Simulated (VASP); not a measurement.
# Ni (Fm-3m) in VASP: notebook

The runs below take Ni through single point, with PBE.

Program: VASP 6.6.1. These are calculated values, not measurements. Logs are shortened: lines on timing, memory, paths and dates and some standing lists are left out, and cuts for length are marked.

**1. The cell of the first run**

Symmetry: Fm-3m, No. 225, cubic system. The conventional cell has a = 3.517 Å, b = 3.517 Å, c = 3.517 Å, α = 90.00°, β = 90.00°, γ = 90.00°. Within 3.3 Å of Ni (site symmetry m-3m) lie 12 Ni at 2.49 Å.

**2. Single point, PBE, collinear spin, zero start**

File INCAR:

```
PREC     = Accurate       # precision mode
ENCUT    = 520            # plane-wave cutoff, eV
EDIFF    = 1E-6           # SCF threshold, eV
ISMEAR   = -1             # smearing method
SIGMA    = 0.05           # smearing width, eV
LREAL    = F              # projectors in reciprocal space
LASPH    = T              # aspherical terms in the spheres
NELM     = 150            # most SCF steps
ALGO     = Normal         # electronic algorithm
ISIF     = 2              # what is computed and relaxed
LWAVE    = F              # write WAVECAR
LCHARG   = F              # write CHGCAR
ISPIN    = 2              # spin polarisation
MAGMOM   = 0              # initial moments
LORBIT   = 11             # projections on sites
NUPDOWN  = 0.0            # fixed moment
LMAXMIX  = 4              # l up to which the mixer works
GGA      = PE             # functional
NBANDS   = 15             # bands
```

File KPOINTS:

```
regular mesh
0
Gamma
  15 15 15
```

File POSCAR:

```
Ni
1.0
    0.0000000000      1.7586000000      1.7586000000
    1.7586000000      0.0000000000      1.7586000000
    1.7586000000      1.7586000000      0.0000000000
Ni
1
Direct
    0.0000000000      0.0000000000      0.0000000000
```

Potentials or basis: VASP PAW PBE potentials, release 64 (Ni).

Started as:

```
$ cat potpaw_PBE.64/Ni/POTCAR > POTCAR
$ mpirun -np 1 vasp_std > vasp.out
```

OUTCAR:

```text
PREC = Accurate
   ENCUT = 520
   EDIFF = 1E-6
   ISMEAR = -1
   LREAL = F
   LASPH = T
   NELM = 150
   ISIF = 2
   ISPIN = 2
   LORBIT = 11
   NUPDOWN = 0.0
   GGA = PE

 ion  position               nearest neighbor table
   1  0.000  0.000  0.000-

  LATTYP: Found a face centered cubic cell.
 ALAT       =     3.5172000000

  Lattice vectors:

 A1 = (   0.0000000000,   1.7586000000,   1.7586000000)
 A2 = (   1.7586000000,   0.0000000000,   1.7586000000)
 A3 = (   1.7586000000,   1.7586000000,   0.0000000000)

Analysis of symmetry for initial positions (statically):
[... 25 lines left out ...]
The dynamic configuration has the point symmetry O_h .

Analysis of structural, dynamic, and magnetic symmetry:
=====================================================================
 Subroutine PRICEL returns:
[... 7 lines left out ...]
 out of a pool of 48 trial point group operations.

The overall configuration has the point symmetry O_h .

 Subroutine INISYM returns: Found 48 space group operations
[... 5 lines left out ...]
                                     Primitive cell

  volume of cell :      10.8776

  direct lattice vectors                    reciprocal lattice vectors
     0.000000000  1.758600000  1.758600000    -0.284317070  0.284317070  0.284317070
     1.758600000  0.000000000  1.758600000     0.284317070 -0.284317070  0.284317070
     1.758600000  1.758600000  0.000000000     0.284317070  0.284317070 -0.284317070

  length of vectors
     2.487035971  2.487035971  2.487035971     0.492451611  0.492451611  0.492451611

  position of ions in fractional coordinates (direct lattice)
     0.000000000  0.000000000  0.000000000

  ion indices of the primitive-cell ions
   primitive index   ion index
                 1           1

----------------------------------------------------------------------------------------

 KPOINTS: regular mesh

Automatic generation of k-mesh.
 Grid dimensions read from file:
 generate k-points for:   15   15   15

 Generating k-lattice:

  Cartesian coordinates                     Fractional coordinates (reciprocal lattice)
    -0.018954471  0.018954471  0.018954471     0.066666667  0.000000000  0.000000000
     0.018954471 -0.018954471  0.018954471     0.000000000  0.066666667  0.000000000
     0.018954471  0.018954471 -0.018954471     0.000000000  0.000000000  0.066666667

  Length of vectors
     0.032830107  0.032830107  0.032830107

  Shift w.r.t. Gamma in fractional coordinates (k-lattice)
     0.000000000  0.000000000  0.000000000

 Subroutine IBZKPT returns following result:
 ===========================================

 Found    120 irreducible k-points:

 Following reciprocal coordinates:
            Coordinates               Weight
  0.000000  0.000000  0.000000      1.000000
  0.066667  0.000000  0.000000      8.000000
  0.133333  0.000000  0.000000      8.000000
  0.200000  0.000000  0.000000      8.000000
  0.266667  0.000000  0.000000      8.000000
  0.333333  0.000000  0.000000      8.000000
[... 16 lines left out ...]
  0.133333  0.133333  0.000000      6.000000
  0.200000  0.133333  0.000000     24.000000
 [... further k-points ...]
   k-points           NKPTS =    120   k-points in BZ     NKDIM =    120   number of bands    NBANDS=     15
   number of dos      NEDOS =    301   number of ions     NIONS =      1
   total plane-waves  NPLWV =   5832
   dimension x,y,z NGX =    18 NGY =   18 NGZ =   18
   dimension x,y,z NGXF=    36 NGYF=   36 NGZF=   36
   ions per type =               1
   NGX,Y,Z   is equivalent  to a cutoff of  12.03, 12.03, 12.03 a.u.
   NGXF,Y,Z  is equivalent  to a cutoff of  24.06, 24.06, 24.06 a.u.
 SYSTEM =  unknown system
   PREC   = accura    normal or accurate (medium, high low for compatibility)
   ISTART =      0    job   : 0-new  1-cont  2-samecut
   ICHARG =      2    charge: 1-file 2-atom 10-const
   ISPIN  =      2    spin polarized calculation?
   LNONCOLLINEAR =      F non collinear calculations
   LSORBIT =      F    spin-orbit coupling
   LASPH  =      T    aspherical Exc in radial PAW
   ENCUT  =  520.0 eV  38.22 Ry    6.18 a.u.   4.62  4.62  4.62*2*pi/ulx,y,z
   NELM   =    150;   NELMIN=  2; NELMDL= -5     # of ELM steps
   EDIFF  = 0.1E-05   stopping-criterion for ELM
   LREAL  =      F    real-space projection
   EDIFFG = 0.1E-04   stopping-criterion for IOM
   NSW    =      0    number of steps for IOM
   IBRION =     -1    ionic relax: 0-MD 1-quasi-New 2-CG
   NFREE  =      0    steps in history (QN), initial steepest desc. (CG)
   ISIF   =      2    stress and relaxation
   ISYM   =      2    0-nonsym 1-usesym 2-fastsym
   POTIM  = 0.5000    time-step for ionic-motion
   TEBEG  =    0.0;   TEEND  =   0.0 temperature during run
   PSTRESS=    0.0 pullay stress
   NELECT =      10.0000    total number of electrons
   NUPDOWN=       0.0000    fix difference up-down
   EMIN   =  10.00;   EMAX   =-10.00  energy-range for DOS
   EFERMI =   0.00;   METHOD = LEGACY
   ISMEAR =    -1;   SIGMA  =   0.05  broadening in eV -4-tet -1-fermi 0-gaus
   EFERMI_NEDOS =   21; number of points for ismear=-14 and -15
   IALGO  =     38    algorithm
   IMIX   =      4    mixing-type and parameters
     AMIX     =   0.40;   BMIX     =  1.00
     AMIX_MAG =   1.60;   BMIX_MAG =  1.00
  volume/ion in A,a.u.               =      10.88        73.41
  Fermi-wavevector in a.u.,A,eV,Ry     =   1.591834  3.008130 34.476283  2.533935
  Thomas-Fermi vector in A             =   2.690313
   LORBIT       =     11    0 simple, 1 ext, 2 COOP (PROOUT), +10 PAW based schemes
   GGA     = PE    functional components
   LHFCALC =     F    Hartree Fock is set to
   AEXX    =    0.0000 exact exchange contribution
   IVDW    =     0    specifies the selected vdW correction
   LEPSILON=     F    determine dielectric tensor
   LRPA    =     F    only Hartree local field effects (RPA)
 spin polarized calculation
  energy-cutoff  :      520.00
  volume of cell :       10.88
 maximum number of plane-waves:       303
   NGX =  9   NGY =  9   NGZ =  9

 number of electron      10.0000013 magnetization      -0.0000000

 number of electron      10.0000013 magnetization       0.0000000

 Free energy of the ion-electron system (eV)
  ---------------------------------------------------
  ext. energy  EPLUGINS =         0.00000000
  ---------------------------------------------------
  free energy    TOTEN  =        -5.43024026 eV

  energy without entropy =       -5.40288017  energy(sigma->0) =       -5.41656022

 E-fermi :   9.1915     XC(G=0): -13.2549

 val. band max:        9.1757963901   @ k =   0.4667   0.0667   0.0000
 cond. band min:       9.1930284787   @ k =  -0.4000   0.4000   0.0000
 fundamental gap:      0.0172320886
 Fermi energy:         9.1915142204

 spin component 1

 k-point     1 :       0.0000    0.0000    0.0000
  band No.  band energies     occupation
      1       0.3500      1.00000
      2       7.3436      1.00000
      3       7.3436      1.00000
      4       7.3436      1.00000
      5       8.4405      1.00000
      6       8.4405      1.00000
      7      33.0225      0.00000
      8      36.9583      0.00000
      9      36.9583      0.00000
     10      36.9583      0.00000
     11      39.9623      0.00000
     12      39.9623      0.00000
     13      39.9623      0.00000
     14      42.8020      0.00000
     15      49.2716      0.00000

 k-point     2 :       0.0667    0.0000    0.0000
  band No.  band energies     occupation
      1       0.5240      1.00000
      2       7.2960      1.00000
      3       7.3829      1.00000
      4       7.3829      1.00000
      5       8.4237      1.00000
      6       8.4237      1.00000
      7      32.4459      0.00000
      8      35.0410      0.00000
      9      36.5702      0.00000
     10      36.5702      0.00000
     11      40.5433      0.00000
     12      40.5433      0.00000
     13      41.0100      0.00000
     14      44.3026      0.00000
     15      47.6857      0.00000

 k-point     3 :       0.1333    0.0000    0.0000
  band No.  band energies     occupation
      1       1.0352      1.00000
      2       7.1721      1.00000
      3       7.4771      1.00000
      4       7.4771      1.00000
      5       8.3964      1.00000
      6       8.3964      1.00000
      7      29.7935      0.00000
      8      34.0125      0.00000
      9      35.8716      0.00000
     10      35.8716      0.00000
     11      41.0371      0.00000
     12      41.5831      0.00000
     13      41.5831      0.00000
     14      45.7922      0.00000
     15      45.7922      0.00000
[... 343 lines left out ...]
 k-point    23 :       0.1333    0.1333    0.0000
  band No.  band energies     occupation
      1       1.2598      1.00000
      2       7.0174      1.00000
      3       7.6027      1.00000
      4       7.6027      1.00000
      5       8.1512      1.00000
      6       8.5568      1.00000
      7      31.6716      0.00000
      8      32.7999      0.00000
      9      32.7999      0.00000
     10      33.9552      0.00000
     11      40.6330      0.00000
     12      43.3110      0.00000
     13      44.0121      0.00000
     14      44.0121      0.00000
     15      47.6577      0.00000

 k-point    24 :       0.2000    0.1333    0.0000
  band No.  band energies     occupation
      1       1.8543      1.00000
      2       6.8560      1.00000
      3       7.6915      1.00000
      4       7.7285      1.00000
      5       8.0933      1.00000
      6       8.6210      0.99999
      7      29.1087      0.00000
      8      31.6873      0.00000
      9      32.0775      0.00000
     10      34.3657      0.00000
     11      38.8927      0.00000
     12      43.2792      0.00000
     13      44.9761      0.00000
     14      45.5898      0.00000
     15      50.4959      0.00000

 [... further k-points ...]

 spin component 2

 k-point     1 :       0.0000    0.0000    0.0000
  band No.  band energies     occupation
      1       0.3500      1.00000
      2       7.3436      1.00000
      3       7.3436      1.00000
      4       7.3436      1.00000
      5       8.4405      1.00000
      6       8.4405      1.00000
      7      33.0225      0.00000
      8      36.9583      0.00000
      9      36.9583      0.00000
     10      36.9583      0.00000
     11      39.9623      0.00000
     12      39.9623      0.00000
     13      39.9623      0.00000
     14      42.8019      0.00000
     15      49.2716      0.00000

 k-point     2 :       0.0667    0.0000    0.0000
  band No.  band energies     occupation
      1       0.5240      1.00000
      2       7.2960      1.00000
      3       7.3829      1.00000
      4       7.3829      1.00000
      5       8.4237      1.00000
      6       8.4237      1.00000
      7      32.4459      0.00000
      8      35.0410      0.00000
      9      36.5702      0.00000
     10      36.5702      0.00000
     11      40.5434      0.00000
     12      40.5434      0.00000
     13      41.0100      0.00000
     14      44.3026      0.00000
     15      47.6858      0.00000

 k-point     3 :       0.1333    0.0000    0.0000
  band No.  band energies     occupation
      1       1.0352      1.00000
      2       7.1721      1.00000
      3       7.4771      1.00000
      4       7.4771      1.00000
      5       8.3964      1.00000
      6       8.3964      1.00000
      7      29.7935      0.00000
      8      34.0125      0.00000
      9      35.8716      0.00000
     10      35.8716      0.00000
     11      41.0370      0.00000
     12      41.5831      0.00000
     13      41.5831      0.00000
     14      45.7922      0.00000
     15      45.7922      0.00000
[... 343 lines left out ...]
 k-point    23 :       0.1333    0.1333    0.0000
  band No.  band energies     occupation
      1       1.2598      1.00000
      2       7.0174      1.00000
      3       7.6027      1.00000
      4       7.6027      1.00000
      5       8.1512      1.00000
      6       8.5568      1.00000
      7      31.6716      0.00000
      8      32.8000      0.00000
      9      32.8000      0.00000
     10      33.9552      0.00000
     11      40.6330      0.00000
     12      43.3111      0.00000
     13      44.0122      0.00000
     14      44.0122      0.00000
     15      47.6577      0.00000

 k-point    24 :       0.2000    0.1333    0.0000
  band No.  band energies     occupation
      1       1.8544      1.00000
      2       6.8560      1.00000
      3       7.6915      1.00000
      4       7.7285      1.00000
      5       8.0933      1.00000
      6       8.6210      0.99999
      7      29.1087      0.00000
      8      31.6874      0.00000
      9      32.0775      0.00000
     10      34.3657      0.00000
     11      38.8927      0.00000
     12      43.2792      0.00000
     13      44.9761      0.00000
     14      45.5898      0.00000
     15      50.4959      0.00000

 [... further k-points ...]
[... 5 lines left out ...]
  --------------------------------------------------------------------------------------
  -------------------------------------------------------------------------------------
  Total       -0.0647696     -0.0647696     -0.0647696     -0.0000000      0.0000000      0.0000000
  in kB       -9.5400526     -9.5400526     -9.5400526     -0.0000000      0.0000000      0.0000000
  external PRESSURE =      -9.5400526 kB  Pullay stress =       0.0000000 kB

 VOLUME and BASIS-vectors are now :
 -----------------------------------------------------------------------------
  energy-cutoff  :      520.00
  volume of cell :       10.88
      direct lattice vectors                 reciprocal lattice vectors
     0.000000000  1.758600000  1.758600000    -0.284317070  0.284317070  0.284317070
     1.758600000  0.000000000  1.758600000     0.284317070 -0.284317070  0.284317070
     1.758600000  1.758600000  0.000000000     0.284317070  0.284317070 -0.284317070

 POSITION                                       TOTAL-FORCE (eV/Angst)
 -----------------------------------------------------------------------------------
      0.00000      0.00000      0.00000         0.000000      0.000000      0.000000
 -----------------------------------------------------------------------------------
    total drift:                                0.000000     -0.000000     -0.000000

  FREE ENERGIE OF THE ION-ELECTRON SYSTEM (eV)
  ---------------------------------------------------
  free  energy   TOTEN  =        -5.4302402631 eV

  energy  without entropy=       -5.4028801747  energy(sigma->0) =       -5.41656022

 total charge

# of ion       s       p       d       tot
------------------------------------------
    1        0.493   0.493   8.326   9.313

 magnetization (x)

# of ion       s       p       d       tot
------------------------------------------
    1        0.000   0.000  -0.000   0.000
```

It took 13 s on 1 thread of Intel Xeon 6975P-C (Granite Rapids), shared host; peak memory 0.14 GiB.

Results:

```yaml
Free_energy: -5.4302 eV
Pressure: -1.0 GPa
Net_moment: 0.00 μB per cell
Valence_electrons_inside_the_program's_atomic_spheres: Ni 9.31
```

Caveat: the total moment is fixed, so each spin has its own Fermi level.

[end of part 1 of 2]
